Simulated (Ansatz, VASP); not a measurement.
## Two plane-wave programs on AlAs2

```
Al As
1.0
     4.22688    0.00000    0.00000
     0.00000    4.22688    0.00000
     0.00000    0.00000    7.54732
Al As
2 4
Cartesian
  0.0000 2.1134 6.0580
  2.1134 0.0000 1.4893
  0.0000 0.0000 0.0000
  2.1134 2.1134 0.0000
  0.0000 2.1134 3.6507
  2.1134 0.0000 3.8966
```

Alike in both runs: task relaxation of cell and atoms; functional PBE; k mesh 10 × 10 × 6; occupations gaussian, width 0.1 eV; no spin polarisation.

|  | VASP | Ansatz |
| --- | --- | --- |
| version | VASP 6.6.1 | Ansatz 0.2.0 |
| potentials or method | VASP PAW PBE potentials, release 64 (Al, As), cutoff 600 eV | scalar-relativistic, plane waves, PAW |
| valence electrons in the cell | 26 | 66 |

```csv
,VASP,Ansatz,Ansatz less VASP
"gap on the k mesh at the Fermi level, each at its own relaxed structure (eV)",none,none,-
relaxed volume (Å³/atom),22.77,22.73,-0.040
relaxed length of the cell vector where the two differ most in proportion (Å),4.247,4.244,-0.0034
```

A gap of «none» marks a metal or a gap that the smearing closes. VASP's potentials hold 26 valence electrons a cell and Ansatz's 66, so a difference there can come from the potentials and not from the codes.
